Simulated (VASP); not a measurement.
# Si16C (a cell with a defect) in VASP: single point with PBE+D3(BJ)

Aim: the single point of Si16C (a cell with a defect) with PBE+D3(BJ).

Program: VASP 6.6.1. These are calculated values, not measurements. Logs are shortened: lines on timing, memory, paths and dates and some standing lists are left out, and cuts for length are marked.

**1. The cell of the first run**

The cell holds a defect, 17 atoms: a = 7.679 Å, b = 7.679 Å, c = 7.679 Å, α = 60.00°, β = 60.00°, γ = 60.00°.

**2. Single point, PBE+D3(BJ), collinear spin, zero start**

Contents of INCAR:

```
ALGO = Normal
EDIFF = 1E-6
ENCUT = 520
GGA = PE
ISIF = 2
ISMEAR = 0
ISPIN = 2
IVDW = 12
LASPH = True
LCHARG = True
LELF = True
LORBIT = 11
LREAL = Auto
LVHAR = True
LWAVE = False
MAGMOM = 0 0 0 0 0 0 0 0 0 0 0 0 0 0 0 0 0
NBANDS = 52
NELM = 150
PREC = Accurate
SIGMA = 0.05
```

Contents of KPOINTS:

```
k-points
0
Gamma
  2 2 2
```

Contents of POSCAR:

```
Si16C
1.0
    0.0000000000      5.4300000000      5.4300000000
    5.4300000000      0.0000000000      5.4300000000
    5.4300000000      5.4300000000      0.0000000000
Si C
16 1
Direct
    0.0049895028     -0.0075285451      0.0082036832
    0.1178147330      0.1328224678      0.1295685083
   -0.0231542357      0.0043757827      0.5026008287
    0.1253750460      0.0919697053      0.6347953039
   -0.0059337017      0.5052180479      0.0321077348
    0.1590767035      0.6185890424      0.1246409761
    0.0323552486      0.4538970534      0.5058340700
    0.0406634438      0.6379813076      0.6694468692
    0.4925213628      0.0092891344      0.0048567219
    0.6311692449      0.1408337017      0.1071381215
    0.4838535912      0.0600366483      0.4748101289
    0.6025081952      0.1591619705      0.6304225599
    0.5691674954      0.5045466851     -0.0270258748
    0.6172751381      0.6363062615      0.1595215470
    0.4480373849      0.5347871087      0.5312476980
    0.6066617864      0.6976783610      0.5714433702
    0.7952163904      0.5772941068      0.7143944751
```

Potentials or basis: VASP PAW PBE potentials, release 64 (Si, C).

On the command line:

```
cat potpaw_PBE.64/Si/POTCAR potpaw_PBE.64/C/POTCAR > POTCAR
mpirun -np 1 vasp_std > vasp.out
```

OUTCAR:

```text
EDIFF = 1E-6
   ENCUT = 520
   GGA = PE
   ISIF = 2
   ISMEAR = 0
   ISPIN = 2
   IVDW = 12
   LASPH = True
   LORBIT = 11
   LREAL = Auto
   NELM = 150
   PREC = Accurate
 IVDW          = 12

 ion  position               nearest neighbor table
   1  0.005  0.992  0.008-   4 2.35   2 2.35  10 2.35   6 2.35
   2  0.118  0.133  0.130-   3 2.34   5 2.34   9 2.35   1 2.35
   3  0.977  0.004  0.503-   4 2.32   8 2.33   2 2.34  12 2.36
   4  0.125  0.092  0.635-   7 2.28  11 2.32   3 2.32   1 2.35
   5  0.994  0.505  0.032-   8 2.34   6 2.34   2 2.34  14 2.36
   6  0.159  0.619  0.125-   5 2.34   1 2.35   7 2.41  13 2.58
   7  0.032  0.454  0.506-  17 1.91   4 2.28   8 2.35   6 2.41  16 2.76
   8  0.041  0.638  0.669-  17 1.99   3 2.33   5 2.34   7 2.35  15 2.57
   9  0.493  0.009  0.005-  10 2.34   2 2.35  14 2.35  12 2.35
  10  0.631  0.141  0.107-  13 2.32  11 2.32   9 2.34   1 2.35
  11  0.484  0.060  0.475-  16 2.28   4 2.32  10 2.32  12 2.35
  12  0.603  0.159  0.630-  11 2.35   9 2.35   3 2.36  15 2.36
  13  0.569  0.505  0.973-  17 1.92  10 2.32  14 2.36   6 2.58  16 2.60
  14  0.617  0.636  0.160-  15 2.35   9 2.35  13 2.36   5 2.36
  15  0.448  0.535  0.531-  16 2.33  14 2.35  12 2.36   8 2.57
  16  0.607  0.698  0.571-  17 1.84  11 2.28  15 2.33  13 2.60   7 2.76
  17  0.795  0.577  0.714-  16 1.84   7 1.91  13 1.92   8 1.99

  LATTYP: Found a face centered cubic cell.
 ALAT       =    10.8600000000

  Lattice vectors:

 A1 = (   0.0000000000,   5.4300000000,   5.4300000000)
 A2 = (   5.4300000000,   0.0000000000,   5.4300000000)
 A3 = (   5.4300000000,   5.4300000000,   0.0000000000)

Analysis of symmetry for initial positions (statically):
=====================================================================
 Subroutine PRICEL returns:
 Original cell was already a primitive cell.

 Routine SETGRP: Setting up the symmetry group for a
 face centered cubic supercell.

 Subroutine GETGRP returns: Found  1 space group operations
 (whereof  1 operations were pure point group operations)
 out of a pool of 48 trial point group operations.

The static configuration has the point symmetry C_1 .

Analysis of symmetry for dynamics (positions and initial velocities):
=====================================================================
 Subroutine PRICEL returns:
 Original cell was already a primitive cell.

 Routine SETGRP: Setting up the symmetry group for a
 face centered cubic supercell.

 Subroutine GETGRP returns: Found  1 space group operations
 (whereof  1 operations were pure point group operations)
 out of a pool of 48 trial point group operations.

The dynamic configuration has the point symmetry C_1 .

Analysis of structural, dynamic, and magnetic symmetry:
=====================================================================
 Subroutine PRICEL returns:
 Original cell was already a primitive cell.

 Routine SETGRP: Setting up the symmetry group for a
 face centered cubic supercell.

 Subroutine GETGRP returns: Found  1 space group operations
 (whereof  1 operations were pure point group operations)
 out of a pool of 48 trial point group operations.

The overall configuration has the point symmetry C_1 .

 Subroutine INISYM returns: Found  1 space group operations
 (whereof  1 operations are pure point group operations),
 and found     1 'primitive' translations

----------------------------------------------------------------------------------------

                                     Primitive cell

  volume of cell :     320.2060

  direct lattice vectors                    reciprocal lattice vectors
     0.000000000  5.430000000  5.430000000    -0.092081031  0.092081031  0.092081031
     5.430000000  0.000000000  5.430000000     0.092081031 -0.092081031  0.092081031
     5.430000000  5.430000000  0.000000000     0.092081031  0.092081031 -0.092081031

  length of vectors
     7.679179644  7.679179644  7.679179644     0.159489025  0.159489025  0.159489025

  position of ions in fractional coordinates (direct lattice)
     0.004989503  0.992471455  0.008203683
     0.117814733  0.132822468  0.129568508
     0.976845764  0.004375783  0.502600829
     0.125375046  0.091969705  0.634795304
     0.994066298  0.505218048  0.032107735
     0.159076703  0.618589042  0.124640976
[... 9 lines left out ...]
     0.606661786  0.697678361  0.571443370
     0.795216390  0.577294107  0.714394475
[... 65 lines left out ...]
 SYSTEM =  unknown system
   PREC   = accura    normal or accurate (medium, high low for compatibility)
   ISTART =      0    job   : 0-new  1-cont  2-samecut
   ICHARG =      2    charge: 1-file 2-atom 10-const
   ISPIN  =      2    spin polarized calculation?
   LNONCOLLINEAR =      F non collinear calculations
   LSORBIT =      F    spin-orbit coupling
   LASPH  =      T    aspherical Exc in radial PAW
   ENCUT  =  520.0 eV  38.22 Ry    6.18 a.u.  14.28 14.28 14.28*2*pi/ulx,y,z
   NELM   =    150;   NELMIN=  2; NELMDL= -5     # of ELM steps
   EDIFF  = 0.1E-05   stopping-criterion for ELM
   LREAL  =      T    real-space projection
   EDIFFG = 0.1E-04   stopping-criterion for IOM
   NSW    =      0    number of steps for IOM
   IBRION =     -1    ionic relax: 0-MD 1-quasi-New 2-CG
   NFREE  =      0    steps in history (QN), initial steepest desc. (CG)
   ISIF   =      2    stress and relaxation
   ISYM   =      2    0-nonsym 1-usesym 2-fastsym
   POTIM  = 0.5000    time-step for ionic-motion
   TEBEG  =    0.0;   TEEND  =   0.0 temperature during run
   PSTRESS=    0.0 pullay stress
   NELECT =      68.0000    total number of electrons
   NUPDOWN=      -1.0000    fix difference up-down
   EMIN   =  10.00;   EMAX   =-10.00  energy-range for DOS
   EFERMI =   0.00;   METHOD = LEGACY
   ISMEAR =     0;   SIGMA  =   0.05  broadening in eV -4-tet -1-fermi 0-gaus
   EFERMI_NEDOS =   21; number of points for ismear=-14 and -15
   IALGO  =     38    algorithm
   IMIX   =      4    mixing-type and parameters
     AMIX     =   0.40;   BMIX     =  1.00
     AMIX_MAG =   1.60;   BMIX_MAG =  1.00
  volume/ion in A,a.u.               =      18.84       127.11
  Fermi-wavevector in a.u.,A,eV,Ry     =   0.976715  1.845724 12.979587  0.953973
  Thomas-Fermi vector in A             =   2.107356
   LORBIT       =     11    0 simple, 1 ext, 2 COOP (PROOUT), +10 PAW based schemes
   GGA     = PE    functional components
   LHFCALC =     F    Hartree Fock is set to
   AEXX    =    0.0000 exact exchange contribution
   IVDW    =    12    specifies the selected vdW correction
   LEPSILON=     F    determine dielectric tensor
   LRPA    =     F    only Hartree local field effects (RPA)
 spin polarized calculation
 Gauss-broadening in eV      SIGMA  =   0.05
  energy-cutoff  :      520.00
  volume of cell :      320.21
 maximum number of plane-waves:      8646
 NGX is ok and might be reduce to    60
   NGX = 29   NGY = 29   NGZ = 29

 number of electron      68.0000000 magnetization      -0.0000000

 number of electron      68.0000000 magnetization       0.0000000

 Free energy of the ion-electron system (eV)
  ---------------------------------------------------
  ext. energy  EPLUGINS =         0.00000000
  ---------------------------------------------------
  free energy    TOTEN  =       -90.97582487 eV

  energy without entropy =      -90.97578996  energy(sigma->0) =      -90.97580742

 E-fermi :   6.2663     XC(G=0):  -9.5755

 val. band max:        6.1511411095   @ k =   0.5000   0.0000   0.5000
 cond. band min:       6.3815425720   @ k =   0.0000   0.0000   0.0000
 fundamental gap:      0.2304014625
 Fermi energy:         6.2663421865

 spin component 1

 k-point     1 :       0.0000    0.0000    0.0000
  band No.  band energies     occupation
      1      -7.5631      1.00000
      2      -5.3163      1.00000
      3      -4.0606      1.00000
      4      -3.8088      1.00000
      5      -3.5546      1.00000
      6      -2.9041      1.00000
[... 381 lines left out ...]
     45      10.0072      0.00000
     46      10.3753      0.00000
 Fermi energy:         6.2663421865

 spin component 2

 k-point     1 :       0.0000    0.0000    0.0000
  band No.  band energies     occupation
      1      -7.5631      1.00000
      2      -5.3163      1.00000
      3      -4.0606      1.00000
      4      -3.8088      1.00000
      5      -3.5546      1.00000
      6      -2.9041      1.00000
[... 381 lines left out ...]
     45      10.0072      0.00000
     46      10.3753      0.00000
 [bands above 46 left out]

------------------------ aborting loop because EDIFF is reached ----------------------------------------

 Edisp (eV)   -5.27957

 E8    (eV) :    -2.1702

  FORCE on cell =-STRESS in cart. coord.  units (eV):
  Direction    XX          YY          ZZ          XY          YZ          ZX
  --------------------------------------------------------------------------------------
  -------------------------------------------------------------------------------------
  Total      -0.05425     2.54186    -1.99259    -1.38074    -2.04531     3.63761
  in kB      -0.27144    12.71842    -9.97008    -6.90865   -10.23387    18.20107
  external pressure =        0.83 kB  Pullay stress =        0.00 kB

 VOLUME and BASIS-vectors are now :
 -----------------------------------------------------------------------------
  energy-cutoff  :      520.00
  volume of cell :      320.21
      direct lattice vectors                 reciprocal lattice vectors
     0.000000000  5.430000000  5.430000000    -0.092081031  0.092081031  0.092081031
     5.430000000  0.000000000  5.430000000     0.092081031 -0.092081031  0.092081031
     5.430000000  5.430000000  0.000000000     0.092081031  0.092081031 -0.092081031

 POSITION                                       TOTAL-FORCE (eV/Angst)
 -----------------------------------------------------------------------------------
      5.43367      0.07164      5.41621        -0.017171      0.009978     -0.005416
      1.42478      1.34329      1.36096        -0.003633      0.007038     -0.003250
      2.75288      8.03339      5.32803        -0.007212      0.020288     -0.000525
      3.94633      4.12772      1.18018         0.021220     -0.017015      0.016052
      2.91768      5.57212      8.14111        -0.005354      0.020356      0.013343
      4.03574      1.54059      4.22273         0.010026      0.020713     -0.016933
[... 9 lines left out ...]
      6.89133      6.39711      7.08257         0.018363     -0.072083     -0.001829
      7.01387      8.19719      7.45273         0.041488     -0.033327     -0.052856
 -----------------------------------------------------------------------------------
    total drift:                               -0.000322     -0.005240     -0.002563

  FREE ENERGIE OF THE ION-ELECTRON SYSTEM (eV)
  ---------------------------------------------------
  free  energy   TOTEN  =       -96.2553913460 eV

  energy  without entropy=      -96.2553564379  energy(sigma->0) =      -96.25537389

 total charge

# of ion       s       p       d       tot
------------------------------------------
    1        0.742   0.949   0.000   1.691
    2        0.739   0.956   0.000   1.695
    3        0.748   0.953   0.000   1.701
    4        0.746   0.970   0.000   1.716
    5        0.748   0.949   0.000   1.697
    6        0.758   0.891   0.000   1.649
[... 9 lines left out ...]
   16        0.778   0.900   0.000   1.678
   17        0.884   1.566   0.000   2.450
--------------------------------------------------
tot         12.888  16.487   0.000  29.375

 magnetization (x)

# of ion       s       p       d       tot
------------------------------------------
    1       -0.000  -0.000   0.000  -0.000
    2       -0.000  -0.000   0.000  -0.000
    3        0.000  -0.000   0.000   0.000
    4       -0.000  -0.000   0.000  -0.000
    5        0.000  -0.000   0.000   0.000
    6        0.000  -0.000   0.000  -0.000
[... 9 lines left out ...]
   16       -0.000  -0.000   0.000  -0.000
   17       -0.000  -0.000   0.000  -0.000
--------------------------------------------------
tot          0.000  -0.000   0.000  -0.000
```

Run time: 19 min. Hardware: 1 thread of Intel Xeon 8259CL, shared host; peak memory 0.71 GiB.

Results:

| Item | Value |
| --- | --- |
| Free energy | -96.2554 eV |
| Pressure | 0.1 GPa |
| Largest force | 0.075 eV/Å |
| Band gap on the k mesh | 0.23 eV |
| Net moment | 0.00 μB per cell |
| Valence electrons inside the program's atomic spheres | Si 1.69, 1.70, 1.72, 1.65, 1.67, 1.64, 1.71, 1.68 (each value once); C 2.45 |
| Dispersion energy per atom | -0.311 eV |

Forces on the atoms (eV/Å):
```
Si  -0.017  0.010 -0.005
Si  -0.004  0.007 -0.003
Si  -0.007  0.020 -0.001
Si   0.021 -0.017  0.016
Si  -0.005  0.020  0.013
Si   0.010  0.021 -0.017
Si   0.047  0.013  0.005
Si  -0.013  0.014 -0.004
Si  -0.011  0.007 -0.003
Si  -0.015  0.015  0.000
Si   0.016 -0.020  0.011
Si  -0.008  0.004  0.008
Si  -0.023  0.007  0.015
Si  -0.023  0.002  0.003
Si  -0.030  0.001  0.018
Si   0.018 -0.072 -0.002
C    0.041 -0.033 -0.053
```

Caveat: the k points lie up to 0.50 Å⁻¹ apart; semilocal functionals underestimate gaps, and a narrow one can read as zero.
